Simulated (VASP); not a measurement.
# KSrCl3 (P4/mmm) in VASP: notebook

KSrCl3 is run at these levels: PBE, r2SCAN; tasks: single point.

Everything below comes from runs of VASP 6.6.1. Logs are shortened: lines on timing, memory, paths and dates and some standing lists are left out, and cuts for length are marked.

**1. The cell of the first run**

The structure is tetragonal, space group P4/mmm (No. 123). The conventional cell has a = 5.805 Å, b = 5.805 Å, c = 5.605 Å, α = 90.00°, β = 90.00°, γ = 90.00°. Within 5.3 Å of K (site symmetry 4/mmm) lie 12 Cl at 4.03 to 4.10 Å and 8 Sr at 4.97 Å. Within 3.7 Å of Sr (site symmetry 4/mmm) lie 6 Cl at 2.80 to 2.90 Å. Within 3.7 Å of Cl (site symmetry 4/mmm) lie 2 Sr at 2.80 Å. Cl (site symmetry mmm) has 2 Sr at 2.90 Å within 3.8 Å.

**2. Single point, PBE (epitaxial xy strain +3.0%)**

The input, INCAR:

```
PREC = Accurate
ENCUT = 520
EDIFF = 1E-6
ISMEAR = -1
SIGMA = 0.02
LREAL = False
LASPH = True
NELM = 100
ALGO = Normal
ISIF = 2
LWAVE = False
LCHARG = False
GGA = PE
NBANDS = 28
```

The input, KPOINTS:

```
Automatic mesh
0
Gamma
  4 4 4
```

The input, POSCAR:

```
KSrCl3
1.0
    5.8052861433      0.0000000000      0.0000000000
    0.0000000000      5.8052861433      0.0000000000
    0.0000000000      0.0000000000      5.6048239136
K Sr Cl
1 1 3
Direct
    0.0000000000      0.0000000000      0.0000000000
    0.5000000000      0.5000000000      0.5000000000
    0.5000000000      0.5000000000      0.0000000000
    0.5000000000      0.0000000000      0.5000000000
    0.0000000000      0.5000000000      0.5000000000
```

Potentials or basis: VASP PAW PBE potentials, release 64 (K_sv, Sr_sv, Cl).

The run is started by

```sh
cat potpaw_PBE.64/K_sv/POTCAR potpaw_PBE.64/Sr_sv/POTCAR potpaw_PBE.64/Cl/POTCAR > POTCAR
mpirun -np 1 vasp_std > vasp.out
```

OUTCAR:

```text
PREC = Accurate
   ENCUT = 520
   EDIFF = 1E-6
   ISMEAR = -1
   LREAL = False
   LASPH = True
   NELM = 100
   ISIF = 2
   GGA = PE

 ion  position               nearest neighbor table
   1  0.000  0.000  0.000-
   2  0.500  0.500  0.500-   3 2.80   3 2.80   5 2.90   4 2.90   4 2.90   5 2.90
   3  0.500  0.500  0.000-   2 2.80   2 2.80
   4  0.500  0.000  0.500-   2 2.90   2 2.90
   5  0.000  0.500  0.500-   2 2.90   2 2.90

  LATTYP: Found a simple tetragonal cell.
 ALAT       =     5.8052861433
 C/A-ratio  =     0.9654690183

  Lattice vectors:

 A1 = (   5.8052861433,   0.0000000000,   0.0000000000)
 A2 = (   0.0000000000,   5.8052861433,   0.0000000000)
 A3 = (   0.0000000000,   0.0000000000,   5.6048239136)

Analysis of symmetry for initial positions (statically):
=====================================================================
 Subroutine PRICEL returns:
 Original cell was already a primitive cell.

 Routine SETGRP: Setting up the symmetry group for a
 simple tetragonal supercell.

 Subroutine GETGRP returns: Found 16 space group operations
 (whereof 16 operations were pure point group operations)
 out of a pool of 16 trial point group operations.

The static configuration has the point symmetry D_4h.

Analysis of symmetry for dynamics (positions and initial velocities):
=====================================================================
 Subroutine PRICEL returns:
 Original cell was already a primitive cell.

 Routine SETGRP: Setting up the symmetry group for a
 simple tetragonal supercell.

 Subroutine GETGRP returns: Found 16 space group operations
 (whereof 16 operations were pure point group operations)
 out of a pool of 16 trial point group operations.

The dynamic configuration has the point symmetry D_4h.

 Subroutine INISYM returns: Found 16 space group operations
 (whereof 16 operations are pure point group operations),
 and found     1 'primitive' translations

----------------------------------------------------------------------------------------

                                     Primitive cell

  volume of cell :     188.8901

  direct lattice vectors                    reciprocal lattice vectors
     5.805286143  0.000000000  0.000000000     0.172256798  0.000000000  0.000000000
     0.000000000  5.805286143  0.000000000     0.000000000  0.172256798  0.000000000
     0.000000000  0.000000000  5.604823914     0.000000000  0.000000000  0.178417737

  length of vectors
     5.805286143  5.805286143  5.604823914     0.172256798  0.172256798  0.178417737

  position of ions in fractional coordinates (direct lattice)
     0.000000000  0.000000000  0.000000000
     0.500000000  0.500000000  0.500000000
     0.500000000  0.500000000  0.000000000
     0.500000000  0.000000000  0.500000000
     0.000000000  0.500000000  0.500000000

  ion indices of the primitive-cell ions
   primitive index   ion index
                 1           1
                 2           2
                 3           3
                 4           4
                 5           5

----------------------------------------------------------------------------------------

 KPOINTS: Automatic mesh

Automatic generation of k-mesh.
 Grid dimensions read from file:
 generate k-points for:    4    4    4

 Generating k-lattice:

  Cartesian coordinates                     Fractional coordinates (reciprocal lattice)
     0.043064199  0.000000000  0.000000000     0.250000000  0.000000000  0.000000000
     0.000000000  0.043064199  0.000000000     0.000000000  0.250000000  0.000000000
     0.000000000  0.000000000  0.044604434     0.000000000  0.000000000  0.250000000

  Length of vectors
     0.043064199  0.043064199  0.044604434

  Shift w.r.t. Gamma in fractional coordinates (k-lattice)
     0.000000000  0.000000000  0.000000000

 Subroutine IBZKPT returns following result:
 ===========================================

 Found     18 irreducible k-points:

 Following reciprocal coordinates:
            Coordinates               Weight
  0.000000  0.000000  0.000000      1.000000
  0.250000  0.000000  0.000000      4.000000
  0.500000  0.000000  0.000000      2.000000
  0.250000  0.250000  0.000000      4.000000
  0.500000  0.250000  0.000000      4.000000
  0.500000  0.500000  0.000000      1.000000
[... 10 lines left out ...]
  0.500000  0.250000  0.500000      4.000000
  0.500000  0.500000  0.500000      1.000000
   k-points           NKPTS =     18   k-points in BZ     NKDIM =     18   number of bands    NBANDS=     28
   number of dos      NEDOS =    301   number of ions     NIONS =      5
   total plane-waves  NPLWV =  96768
   dimension x,y,z NGX =    48 NGY =   48 NGZ =   42
   dimension x,y,z NGXF=    96 NGYF=   96 NGZF=   84
   ions per type =               1   1   3
   NGX,Y,Z   is equivalent  to a cutoff of  13.75, 13.75, 12.46 a.u.
   NGXF,Y,Z  is equivalent  to a cutoff of  27.49, 27.49, 24.92 a.u.
 SYSTEM =  unknown system
   PREC   = accura    normal or accurate (medium, high low for compatibility)
   ISTART =      0    job   : 0-new  1-cont  2-samecut
   ICHARG =      2    charge: 1-file 2-atom 10-const
   ISPIN  =      1    spin polarized calculation?
   LNONCOLLINEAR =      F non collinear calculations
   LSORBIT =      F    spin-orbit coupling
   LASPH  =      T    aspherical Exc in radial PAW
   ENCUT  =  520.0 eV  38.22 Ry    6.18 a.u.  10.79 10.79 10.42*2*pi/ulx,y,z
   NELM   =    100;   NELMIN=  2; NELMDL= -5     # of ELM steps
   EDIFF  = 0.1E-05   stopping-criterion for ELM
   LREAL  =      F    real-space projection
[... 7 lines left out ...]
   TEBEG  =    0.0;   TEEND  =   0.0 temperature during run
   PSTRESS=    0.0 pullay stress
   NELECT =      40.0000    total number of electrons
   NUPDOWN=      -1.0000    fix difference up-down
   EMIN   =  10.00;   EMAX   =-10.00  energy-range for DOS
   EFERMI =   0.00;   METHOD = LEGACY
   ISMEAR =    -1;   SIGMA  =   0.02  broadening in eV -4-tet -1-fermi 0-gaus
   EFERMI_NEDOS =   21; number of points for ismear=-14 and -15
   IALGO  =     38    algorithm
   IMIX   =      4    mixing-type and parameters
     AMIX     =   0.40;   BMIX     =  1.00
     AMIX_MAG =   1.60;   BMIX_MAG =  1.00
  volume/ion in A,a.u.               =      37.78       254.94
  Fermi-wavevector in a.u.,A,eV,Ry     =   0.975795  1.843984 12.955129  0.952175
  Thomas-Fermi vector in A             =   2.106362
   LORBIT       =      0    0 simple, 1 ext, 2 COOP (PROOUT), +10 PAW based schemes
   GGA     = PE    functional components
   LHFCALC =     F    Hartree Fock is set to
   AEXX    =    0.0000 exact exchange contribution
   IVDW    =     0    specifies the selected vdW correction
   LEPSILON=     F    determine dielectric tensor
   LRPA    =     F    only Hartree local field effects (RPA)
 non-spin polarized calculation
  energy-cutoff  :      520.00
  volume of cell :      188.89
 maximum number of plane-waves:      5112
 NGX is ok and might be reduce to    48
   NGX = 21   NGY = 21   NGZ = 21

 number of electron      39.9999998 magnetization

 Free energy of the ion-electron system (eV)
  ---------------------------------------------------
  ext. energy  EPLUGINS =         0.00000000
  ---------------------------------------------------
  free energy    TOTEN  =       -19.15084614 eV

  energy without entropy =      -19.15084614  energy(sigma->0) =      -19.15084614

 E-fermi :  -1.4348     XC(G=0):  -6.9307

 val. band max:       -1.8834851489   @ k =   0.5000   0.5000   0.5000
 cond. band min:       2.4874549884   @ k =   0.0000   0.0000   0.0000
 fundamental gap:      4.3709401373
 Fermi energy:        -1.4348146916

 k-point     1 :       0.0000    0.0000    0.0000
  band No.  band energies     occupation
      1     -34.2341      2.00000
      2     -30.6965      2.00000
      3     -16.3441      2.00000
      4     -16.3133      2.00000
      5     -16.3133      2.00000
      6     -14.4034      2.00000
[... 20 lines left out ...]
     27       6.0024      0.00000
     28       6.0105      0.00000

 k-point     2 :       0.2500    0.0000    0.0000
  band No.  band energies     occupation
      1     -34.2339      2.00000
      2     -30.6965      2.00000
      3     -16.4072      2.00000
      4     -16.3436      2.00000
      5     -16.3129      2.00000
      6     -14.3934      2.00000
[... 20 lines left out ...]
     27       6.0259      0.00000
     28       6.2597      0.00000

 k-point     3 :       0.5000    0.0000    0.0000
  band No.  band energies     occupation
      1     -34.2338      2.00000
      2     -30.6965      2.00000
      3     -16.4907      2.00000
      4     -16.3432      2.00000
      5     -16.3125      2.00000
      6     -14.3975      2.00000
[... 20 lines left out ...]
     27       6.0445      0.00000
     28       6.4984      0.00000

 k-point     4 :       0.2500    0.2500    0.0000
  band No.  band energies     occupation
      1     -34.2338      2.00000
      2     -30.6965      2.00000
      3     -16.4076      2.00000
      4     -16.4061      2.00000
      5     -16.3432      2.00000
      6     -14.3718      2.00000
[... 392 lines left out ...]
     27       6.3175      0.00000
     28       6.4134      0.00000

 k-point    17 :       0.5000    0.2500    0.5000
  band No.  band energies     occupation
      1     -34.2331      2.00000
      2     -30.6964      2.00000
      3     -16.6206      2.00000
      4     -16.4886      2.00000
      5     -16.4047      2.00000
      6     -14.1509      2.00000
[... 20 lines left out ...]
     27       6.3848      0.00000
     28       6.6945      0.00000

 k-point    18 :       0.5000    0.5000    0.5000
  band No.  band energies     occupation
      1     -34.2329      2.00000
      2     -30.6964      2.00000
      3     -16.6200      2.00000
      4     -16.4880      2.00000
      5     -16.4880      2.00000
      6     -14.1438      2.00000
[... 20 lines left out ...]
     27       6.3406      0.00000
     28       7.2894      0.00000

------------------------ aborting loop because EDIFF is reached ----------------------------------------

  FORCE on cell =-STRESS in cart. coord.  units (eV):
  Direction    XX          YY          ZZ          XY          YZ          ZX
  --------------------------------------------------------------------------------------
  -------------------------------------------------------------------------------------
  Total       -1.1649549     -1.1649549      0.5293507      0.0000000     -0.0000000      0.0000000
  in kB       -9.8812175     -9.8812175      4.4899843      0.0000000     -0.0000000      0.0000000
  external PRESSURE =      -5.0908169 kB  Pullay stress =       0.0000000 kB

 VOLUME and BASIS-vectors are now :
 -----------------------------------------------------------------------------
  energy-cutoff  :      520.00
  volume of cell :      188.89
      direct lattice vectors                 reciprocal lattice vectors
     5.805286143  0.000000000  0.000000000     0.172256798  0.000000000  0.000000000
     0.000000000  5.805286143  0.000000000     0.000000000  0.172256798  0.000000000
     0.000000000  0.000000000  5.604823914     0.000000000  0.000000000  0.178417737

 POSITION                                       TOTAL-FORCE (eV/Angst)
 -----------------------------------------------------------------------------------
      0.00000      0.00000      0.00000         0.000000      0.000000      0.000000
      2.90264      2.90264      2.80241         0.000000      0.000000      0.000000
      2.90264      2.90264      0.00000         0.000000      0.000000      0.000000
      2.90264      0.00000      2.80241         0.000000      0.000000      0.000000
      0.00000      2.90264      2.80241         0.000000      0.000000      0.000000
 -----------------------------------------------------------------------------------
    total drift:                                0.000000     -0.000000     -0.000000

  FREE ENERGIE OF THE ION-ELECTRON SYSTEM (eV)
  ---------------------------------------------------
  free  energy   TOTEN  =       -19.1508461422 eV

  energy  without entropy=      -19.1508461422  energy(sigma->0) =      -19.15084614
```

Wall time 2.7 min (1 thread of Intel Xeon 8259CL, shared host); peak memory 0.35 GiB.

What came out:

```yaml
Free_energy: -19.1508 eV
Pressure: -0.5 GPa
Band_gap_on_the_k_mesh: 4.37 eV (least direct gap 4.58 eV)
```

Stress tensor (GPa, compression positive):
```
-0.99  0.00  0.00
 0.00 -0.99  0.00
 0.00  0.00  0.45
```

Caveat: the cell differs from its parent crystal (epitaxial xy strain +3.0%). A k mesh can miss the band edges.

**3. Single point, r2SCAN (epitaxial xy strain +3.0%)**

POSCAR is that of step 2.

The input, INCAR.step1:

```
SYSTEM = KSrCl3
  PREC = Accurate
  ENCUT = 520
  ISMEAR = 0
  SIGMA = 0.01
  LREAL = .FALSE.
  LASPH = .TRUE.
  NELM = 80
  NBANDS = 28
  GGA = PE
  ALGO = Normal
  EDIFF = 1E-4
  LWAVE = .TRUE.
  LCHARG = .FALSE.
```

The input, INCAR.step2:

```
SYSTEM = KSrCl3
  PREC = Accurate
  ENCUT = 520
  EDIFF = 1E-7
  ISMEAR = 0
  SIGMA = 0.01
  LREAL = .FALSE.
  LASPH = .TRUE.
  NELM = 80
  ALGO = Normal
  ISIF = 2
  LWAVE = .FALSE.
  LCHARG = .TRUE.
  METAGGA = R2SCAN
  LMIXTAU = .TRUE.
  LELF = .TRUE.
  LVHAR = .TRUE.
  NBANDS = 28
  ISTART = 1
```

The input, KPOINTS:

```
regular mesh
0
G
  4 4 4
  0 0 0
```

Potentials or basis: VASP PAW PBE potentials, release 64 (K_sv, Sr_sv, Cl).

The run is started by

```sh
cat potpaw_PBE.64/K_sv/POTCAR potpaw_PBE.64/Sr_sv/POTCAR potpaw_PBE.64/Cl/POTCAR > POTCAR
cp INCAR.step1 INCAR
mpirun -np 1 vasp_std > vasp.out
cp INCAR.step2 INCAR
mpirun -np 1 vasp_std > vasp.out
```

Wall time 11 min (1 thread of Intel Xeon 8259CL, shared host); peak memory 0.39 GiB.

The run converged. Its results:

* Free energy: -51.5913 eV
* Pressure: -1.0 GPa
* Band gap on the k mesh: 5.08 eV (least direct gap 5.30 eV)

Stress tensor (GPa, compression positive):
```
-1.50  0.00  0.00
 0.00 -1.50  0.00
 0.00  0.00  0.03
```

Levels at points of the mesh, in eV from the valence-band top:
| k point | band 18 | band 19 | band 20 | band 21 | band 22 | band 23 |
| --- | --- | --- | --- | --- | --- | --- |
| (0.00, 0.00, 0.00) | -0.23 | -0.23 | -0.22 | 5.08 | 6.67 | 6.70 |
| (0.50, 0.00, 0.00) | -0.47 | -0.30 | -0.27 | 6.60 | 6.89 | 6.91 |
| (0.50, 0.50, 0.00) | -0.57 | -0.57 | -0.02 | 7.35 | 7.80 | 7.80 |
| (0.00, 0.00, 0.50) | -0.45 | -0.28 | -0.28 | 6.74 | 6.85 | 6.93 |
| (0.50, 0.00, 0.50) | -0.56 | -0.56 | -0.01 | 7.42 | 7.82 | 7.98 |
| (0.50, 0.50, 0.50) | -0.02 | 0.00 | 0.00 | 6.79 | 7.91 | 7.96 |

Caveat: the cell differs from its parent crystal (epitaxial xy strain +3.0%); the PAW data sets were made with another functional, which shifts forces and pressure a little. A k mesh can miss the band edges.
